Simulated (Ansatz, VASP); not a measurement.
**Two plane-wave programs on SiC8**

INCAR

```
ALGO = Normal ; DIPOL = 0.5 0.5 0.252
EDIFF = 1E-6 ; ENCUT = 520
GGA = PE ; IDIPOL = 3
ISIF = 2 ; ISMEAR = 0
ISPIN = 2 ; IVDW = 12
LASPH = True ; LCHARG = False
LDIPOL = True ; LORBIT = 11
LREAL = False ; LWAVE = False
MAGMOM = 0 0 0 0 0 0 0 0 2 ; NBANDS = 32
NELM = 150 ; PREC = Accurate
SIGMA = 0.1
```

KPOINTS

```
k-points
0
Gamma
  6 6 1
```

Contents of POSCAR:

```
SiC8
1.0
    4.9313048819      0.0000000000      0.0000000000
   -2.4656524409      4.2706353015      0.0000000000
    0.0000000000      0.0000000000     17.4000331942
C Si
8 1
Direct
    0.3333333333      0.1666666667      0.2298865266
    0.3333333333      0.6666666667      0.2298865266
    0.8333333333      0.1666666667      0.2298865266
    0.8333333333      0.6666666667      0.2298865266
    0.1666666667      0.3333333333      0.2298846189
    0.1666666667      0.8333333333      0.2298846189
    0.6666666667      0.3333333333      0.2298846189
    0.6666666667      0.8333333333      0.2298846189
    0.3333333333      0.2500000000      0.4252884527
```

Input for Ansatz:

```yaml
crystal:
  lattice:
    - [4.9313048819, 0.0, 0.0]
    - [-2.4656524409, 4.2706353015, 0.0]
    - [0.0, 0.0, 17.4000331942]
  atoms:
    - { symbol: C, position: [0.3333333333, 0.1666666667, 0.2298865266] }
    - { symbol: C, position: [0.3333333333, 0.6666666667, 0.2298865266] }
    - { symbol: C, position: [0.8333333333, 0.1666666667, 0.2298865266] }
    - { symbol: C, position: [0.8333333333, 0.6666666667, 0.2298865266] }
    - { symbol: C, position: [0.1666666667, 0.3333333333, 0.2298846189] }
    - { symbol: C, position: [0.1666666667, 0.8333333333, 0.2298846189] }
    - { symbol: C, position: [0.6666666667, 0.3333333333, 0.2298846189] }
    - { symbol: C, position: [0.6666666667, 0.8333333333, 0.2298846189] }
    - { symbol: Si, position: [0.3333333333, 0.25, 0.4252884527], spin: 2.0 }
basis:
  ecutwfc: 420
kpoints:
  mp_grid: { grid: [6, 6, 1] }
hamiltonian:
  xc: pbe
  pseudopotentials: { kind: paw, azcp: { folder: soft_1 } }
  dispersion: d3bj
scf:
  occupations: { method: gaussian, width: 0.1 }
output:
  forces: true
  eigenvalues: true
  populations: true
magnetization:
  spin_polarized: true
efield:
  axis: 3
  dipole_correction: true
  ramp_width: 0.04
```

Alike in both runs: task single point; functional PBE; dispersion D3(BJ); k mesh 6 × 6 × 1; occupations gaussian, width 0.1 eV; collinear spin.

```csv
,VASP,Ansatz
version,VASP 6.6.1,Ansatz 0.2.0
potentials or method,"VASP PAW PBE potentials, release 64 (C, Si), cutoff 520 eV","scalar-relativistic, plane waves, PAW"
valence electrons in the cell,36,36
```

```tsv
	VASP	Ansatz	Ansatz less VASP
gap on the k mesh at the Fermi level (eV)	none	none	-
rms of the force components (eV/Å)	0.029	0.029	+0.0002
net moment per atom (μB)	0.22	0.22	0.000
size of the moment on the site where the two differ most (μB)	0.55	1.22	+0.670
```

Site moments also hang on the region over which each program counts them. Atom by atom the forces differ by 0.000 eV/Å (rms over components). A gap of «none» marks a metal or a gap that the smearing closes. Ansatz's warnings: vacuum below fermi.
